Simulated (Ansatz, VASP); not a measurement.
AlRu in VASP and in Ansatz

```
Ru Al
1.0
     2.99160    0.00000    0.00000
     0.00000    2.99160    0.00000
     0.00000    0.00000    2.99160
Ru Al
1 1
Direct
  0.50000 0.50000 0.50000
  0.00000 0.00000 0.00000
```

Alike in both runs: task single point; functional LDA; k mesh 9 × 9 × 9; occupations gaussian, width 0.1 eV; no spin polarisation.

```csv
,VASP,Ansatz
version,VASP 6.6.1,Ansatz 0.2.0
potentials or method,"VASP PAW LDA potentials, release 64 (Ru_pv, Al), cutoff 520 eV","all-electron LAPW, scalar-relativistic"
```

VASP gave:

| Item | Value |
| --- | --- |
| gap on the k mesh at the Fermi level (eV) | none |
| pressure (GPa) | -7.8 |

**Question.** Estimate Ansatz's values.

**Answer.** gap on the k mesh at the Fermi level (eV): none; pressure (GPa): -8.2.

LDA's correlation is that of Perdew and Zunger in VASP and of Perdew and Wang (1992) in Ansatz. A gap of «none» marks a metal or a gap that the smearing closes. Ansatz ran all-electron here, and VASP with PAW potentials.
